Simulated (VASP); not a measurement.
# Mg8HO8 (a cell with a defect) in VASP: notebook

The runs below take Mg8HO8 (a cell with a defect) through single point, with PBE.

Everything below comes from runs of VASP 6.6.1. Logs are shortened: lines on timing, memory, paths and dates and some standing lists are left out, and cuts for length are marked.

## (1) The cell of the first run

The cell holds a defect, 17 atoms: a = 5.624 Å, b = 5.624 Å, c = 5.624 Å, α = 60.00°, β = 60.00°, γ = 60.00°.

## (2) Single point, PBE

Contents of INCAR:

```
PREC = Accurate ; ENCUT = 520
EDIFF = 1E-7 ; ISMEAR = -1
SIGMA = 0.05 ; LREAL = Auto
LASPH = True ; NELM = 100
ALGO = Normal ; ISIF = 2
LWAVE = False ; LCHARG = True
GGA = PE ; LELF = True
LVHAR = True ; NBANDS = 46
NELECT = 64.0
```

Contents of KPOINTS:

```
Automatic mesh
0
Gamma
  2 2 2
```

Contents of POSCAR:

```
Mg8HO8
1.0
    0.0000000000      3.9770000000      3.9770000000
    3.9770000000      0.0000000000      3.9770000000
    3.9770000000      3.9770000000      0.0000000000
Mg O H
8 8 1
Direct
    0.0171234599     -0.0136904702      0.0177146090
    0.0171347750     -0.0136912245      0.4788204677
    0.0008908725      0.4961365351      0.0014805129
    0.0063522756      0.4920306764      0.5008013578
    0.4782060598     -0.0137004023      0.0177421423
    0.5012313301     -0.0049052049      0.5018295197
    0.5001980136      0.4920282877      0.0069626603
    0.5001944933      0.4920255218      0.5007931858
    0.2509637918      0.2432501886      0.2515642444
    0.2509610259      0.2432506915      0.7542076942
    0.2560519236      0.7306000754      0.2566621825
    0.2486205683      0.7472728187      0.7520457631
    0.7536096304      0.2432545889      0.2515585869
    0.7554008046      0.2325873774      0.7559982399
    0.7514533568      0.7472823736      0.2492029168
    0.7514553684      0.7472919286      0.7520477747
    0.8268089012      1.0181677144      0.8274792557
```

Potentials or basis: VASP PAW PBE potentials, release 64 (Mg, O, H).

The run is started by

```bash
> cat potpaw_PBE.64/Mg/POTCAR potpaw_PBE.64/O/POTCAR potpaw_PBE.64/H/POTCAR > POTCAR
> mpirun -np 1 vasp_std > vasp.out
```

OUTCAR:

```text
PREC = Accurate
   ENCUT = 520
   EDIFF = 1E-7
   ISMEAR = -1
   LREAL = Auto
   LASPH = True
   NELM = 100
   ISIF = 2
   GGA = PE
   NELECT = 64.0

 ion  position               nearest neighbor table
   1  0.017  0.986  0.018-  17 1.76  11 1.90  10 1.96  13 1.96  15 2.01  12 2.01  14 2.08   5 2.59
                             2 2.59   7 2.75   4 2.75   3 2.78   6 2.82   6 2.82   3 2.85   4 2.88
   2  0.017  0.986  0.479-  17 1.76  11 1.90   9 1.96  13 1.96  16 2.01  12 2.01  14 2.08   5 2.59
                             1 2.59   8 2.75   4 2.75   3 2.78   6 2.82   6 2.82   3 2.85   4 2.88
   3  0.001  0.496  0.001-  12 1.98  15 1.98  16 1.98   9 1.99  10 1.99  13 1.99   5 2.78   2 2.78
                             1 2.78   7 2.81   8 2.81   4 2.81   4 2.81   8 2.81   7 2.81   1 2.85
   4  0.006  0.492  0.501-  11 1.94  10 1.98   9 1.98  15 2.01  16 2.01  14 2.03   2 2.75   1 2.75
                             8 2.78   7 2.78   6 2.79   3 2.81   3 2.81   6 2.84   7 2.85   8 2.85
   5  0.478  0.986  0.018-  17 1.76  11 1.90   9 1.96  10 1.96  16 2.01  15 2.01  14 2.08   2 2.59
                             1 2.59   8 2.75   7 2.75   3 2.78   6 2.82   6 2.82   3 2.85   7 2.88
   6  0.501  0.995  0.502-  12 1.99  15 1.99  16 1.99   9 1.99  10 1.99  13 1.99   8 2.79   7 2.79
                             4 2.79   2 2.82   1 2.82   5 2.82   1 2.82   5 2.82   2 2.82   4 2.84
   7  0.500  0.492  0.007-  11 1.94  13 1.98   9 1.98  12 2.01  16 2.01  14 2.03   5 2.75   1 2.75
                             8 2.78   4 2.78   6 2.79   3 2.81   3 2.81   6 2.84   4 2.85   8 2.85
   8  0.500  0.492  0.501-  11 1.94  13 1.98  10 1.98  12 2.01  15 2.01  14 2.03   5 2.75   2 2.75
                             7 2.78   4 2.78   6 2.79   3 2.81   3 2.81   6 2.84   4 2.85   7 2.85
   9  0.251  0.243  0.252-   2 1.96   5 1.96   7 1.98   4 1.98   3 1.99   6 1.99
  10  0.251  0.243  0.754-   1 1.96   5 1.96   8 1.98   4 1.98   3 1.99   6 1.99
  11  0.256  0.731  0.257-   5 1.90   2 1.90   1 1.90   4 1.94   7 1.94   8 1.94
  12  0.249  0.747  0.752-   3 1.98   6 1.99   1 2.01   2 2.01   7 2.01   8 2.01
  13  0.754  0.243  0.252-   2 1.96   1 1.96   8 1.98   7 1.98   3 1.99   6 1.99
  14  0.755  0.233  0.756-  17 0.98   4 2.03   7 2.03   8 2.03   1 2.08   2 2.08   5 2.08
  15  0.751  0.747  0.249-   3 1.98   6 1.99   1 2.01   5 2.01   4 2.01   8 2.01
  16  0.751  0.747  0.752-   3 1.98   6 1.99   2 2.01   5 2.01   4 2.01   7 2.01
  17  0.827  0.018  0.827-  14 0.98   5 1.76   2 1.76   1 1.76

  LATTYP: Found a face centered cubic cell.
 ALAT       =     7.9540000000

  Lattice vectors:

 A1 = (   0.0000000000,   3.9770000000,   3.9770000000)
 A2 = (   3.9770000000,   0.0000000000,   3.9770000000)
 A3 = (   3.9770000000,   3.9770000000,   0.0000000000)

Analysis of symmetry for initial positions (statically):
=====================================================================
 Subroutine PRICEL returns:
 Original cell was already a primitive cell.

[... 147 lines left out ...]
   EMIN   =  10.00;   EMAX   =-10.00  energy-range for DOS
   EFERMI =   0.00;   METHOD = LEGACY
   ISMEAR =    -1;   SIGMA  =   0.05  broadening in eV -4-tet -1-fermi 0-gaus
   EFERMI_NEDOS =   21; number of points for ismear=-14 and -15
   IALGO  =     38    algorithm
   IMIX   =      4    mixing-type and parameters
     AMIX     =   0.40;   BMIX     =  1.00
     AMIX_MAG =   1.60;   BMIX_MAG =  1.00
  volume/ion in A,a.u.               =       7.40        49.94
  Fermi-wavevector in a.u.,A,eV,Ry     =   1.306881  2.469646 23.237891  1.707937
  Thomas-Fermi vector in A             =   2.437653
   LORBIT       =      0    0 simple, 1 ext, 2 COOP (PROOUT), +10 PAW based schemes
   GGA     = PE    functional components
   LHFCALC =     F    Hartree Fock is set to
   AEXX    =    0.0000 exact exchange contribution
   IVDW    =     0    specifies the selected vdW correction
   LEPSILON=     F    determine dielectric tensor
   LRPA    =     F    only Hartree local field effects (RPA)
 non-spin polarized calculation
  energy-cutoff  :      520.00
  volume of cell :      125.80
 maximum number of plane-waves:      3383
 NGX is ok and might be reduce to    42
   NGX = 21   NGY = 21   NGZ = 21

 number of electron      64.0000000 magnetization

 Free energy of the ion-electron system (eV)
  ---------------------------------------------------
  ext. energy  EPLUGINS =         0.00000000
  ---------------------------------------------------
  free energy    TOTEN  =       -99.56806718 eV

  energy without entropy =      -99.56806718  energy(sigma->0) =      -99.56806718

 E-fermi :   5.9925     XC(G=0): -11.9052

 val. band max:        4.7500664893   @ k =   0.0000   0.0000   0.0000
 cond. band min:      10.2104740336   @ k =   0.0000   0.0000   0.0000
 fundamental gap:      5.4604075443
 Fermi energy:         5.9925128120

 k-point     1 :       0.0000    0.0000    0.0000
  band No.  band energies     occupation
      1     -15.9052      2.00000
      2     -13.0147      2.00000
      3     -11.7307      2.00000
      4     -11.5318      2.00000
      5     -11.5101      2.00000
      6     -11.5099      2.00000
[... 365 lines left out ...]
     43      17.3761      0.00000
     44      17.4154      0.00000
 [bands above 44 left out]

------------------------ aborting loop because EDIFF is reached ----------------------------------------

  FORCE on cell =-STRESS in cart. coord.  units (eV):
  Direction    XX          YY          ZZ          XY          YZ          ZX
  --------------------------------------------------------------------------------------
  -------------------------------------------------------------------------------------
  Total       31.2293793     31.2268819     31.2327208      2.1299531      2.1312791     -2.1333948
  in kB      397.7197580    397.6879527    397.7623138     27.1258809     27.1427678    -27.1697125
  external PRESSURE =     397.7233415 kB  Pullay stress =       0.0000000 kB

 VOLUME and BASIS-vectors are now :
 -----------------------------------------------------------------------------
  energy-cutoff  :      520.00
  volume of cell :      125.80
      direct lattice vectors                 reciprocal lattice vectors
     0.000000000  3.977000000  3.977000000    -0.125722907  0.125722907  0.125722907
     3.977000000  0.000000000  3.977000000     0.125722907 -0.125722907  0.125722907
     3.977000000  3.977000000  0.000000000     0.125722907  0.125722907 -0.125722907

 POSITION                                       TOTAL-FORCE (eV/Angst)
 -----------------------------------------------------------------------------------
      3.99300      0.13855      3.99065         0.005616      0.028070      0.005133
      5.82682      1.97241      3.99070        -0.027934     -0.005665      0.005072
      1.97902      0.00943      1.97668        -0.006192      0.006096     -0.007573
      3.94849      2.01695      1.98207        -0.004244      0.004224      0.015420
      3.99307      1.97239      5.82434         0.006009     -0.006138     -0.027196
      5.95327      3.98917      5.95089         0.003902     -0.003767      0.005177
[... 9 lines left out ...]
      5.96287      5.97943      5.96052         0.003854     -0.005067      0.003394
      3.36314      6.57910      3.36047        -0.074115      0.074692     -0.073347
 -----------------------------------------------------------------------------------
    total drift:                                0.003214     -0.002960      0.009287

  FREE ENERGIE OF THE ION-ELECTRON SYSTEM (eV)
  ---------------------------------------------------
  free  energy   TOTEN  =       -99.5680671757 eV

  energy  without entropy=      -99.5680671757  energy(sigma->0) =      -99.56806718
```

OSZICAR:

```text
N       E                     dE             d eps       ncg     rms          rms(c)
DAV:   1     0.330631492857E+03    0.33063E+03   -0.32980E+04   752   0.130E+03
DAV:   2    -0.920617295601E+02   -0.42269E+03   -0.41197E+03   924   0.293E+02
DAV:   3    -0.111660701516E+03   -0.19599E+02   -0.19515E+02   914   0.648E+01
DAV:   4    -0.111783725387E+03   -0.12302E+00   -0.12290E+00   896   0.580E+00
DAV:   5    -0.111784447269E+03   -0.72188E-03   -0.72171E-03   896   0.441E-01    0.207E+01
DAV:   6    -0.997376069491E+02    0.12047E+02   -0.40550E+01   852   0.304E+01    0.582E+00
DAV:   7    -0.996339405233E+02    0.10367E+00   -0.13251E+00   864   0.539E+00    0.395E+00
DAV:   8    -0.995812750566E+02    0.52665E-01   -0.27142E-01   912   0.360E+00    0.854E-01
DAV:   9    -0.995683576426E+02    0.12917E-01   -0.26667E-02   920   0.973E-01    0.336E-01
DAV:  10    -0.995682417089E+02    0.11593E-03   -0.17273E-02   864   0.677E-01    0.163E-01
DAV:  11    -0.995679715162E+02    0.27019E-03   -0.16693E-03   896   0.249E-01    0.579E-02
DAV:  12    -0.995680730815E+02   -0.10157E-03   -0.33488E-04   888   0.917E-02    0.191E-02
DAV:  13    -0.995680669760E+02    0.61055E-05   -0.23395E-05   904   0.275E-02    0.439E-03
DAV:  14    -0.995680674608E+02   -0.48484E-06   -0.57546E-06   864   0.120E-02    0.402E-03
DAV:  15    -0.995680671828E+02    0.27798E-06   -0.70668E-07   872   0.560E-03    0.105E-03
DAV:  16    -0.995680671757E+02    0.71468E-08   -0.18457E-07   600   0.218E-03
   1 F= -.99568067E+02 E0= -.99568067E+02  d E =-.125915E-10
```

stdout:

```text
POSCAR found type information on POSCAR MgO H
 POSCAR found :  3 types and      17 ions
 scaLAPACK will be used
 LDA part: xc-table for (Slater+PW92), standard interpolation
 POSCAR, INCAR and KPOINTS ok, starting setup
 FFT: planning ... GRIDC
 FFT: planning ... GRID_SOFT
 FFT: planning ... GRID
 WAVECAR not read
 entering main loop
 the old and the new charge density differ
 old charge density:    65.00000 new   64.00000
    0.207E+01
```

It took 2.1 min on 1 thread of Intel Xeon Platinum 8375C at 2.90GHz (Ice Lake), shared host; peak memory 0.26 GiB.

What came out:

- Free energy: -99.5681 eV
- Largest force: 0.129 eV/Å

Forces on the atoms (eV/Å):
```
Mg   0.006  0.028  0.005
Mg  -0.028 -0.006  0.005
Mg  -0.006  0.006 -0.008
Mg  -0.004  0.004  0.015
Mg   0.006 -0.006 -0.027
Mg   0.004 -0.004  0.005
Mg   0.016  0.004 -0.005
Mg  -0.004 -0.016 -0.004
O    0.005  0.001  0.004
O   -0.001 -0.004  0.005
O   -0.008  0.008 -0.008
O    0.003 -0.003  0.005
O    0.004 -0.003  0.000
O    0.074 -0.075  0.074
O    0.005 -0.004  0.003
O    0.004 -0.005  0.003
H   -0.074  0.075 -0.073
```

Caveat: the k points lie up to 0.68 Å⁻¹ apart; the cell carries a net charge on a neutralising background, which shifts energy and pressure; the cell is charged against a uniform background, so pressure and absolute levels hang on convention.

(Continued in part 2 of 2.)
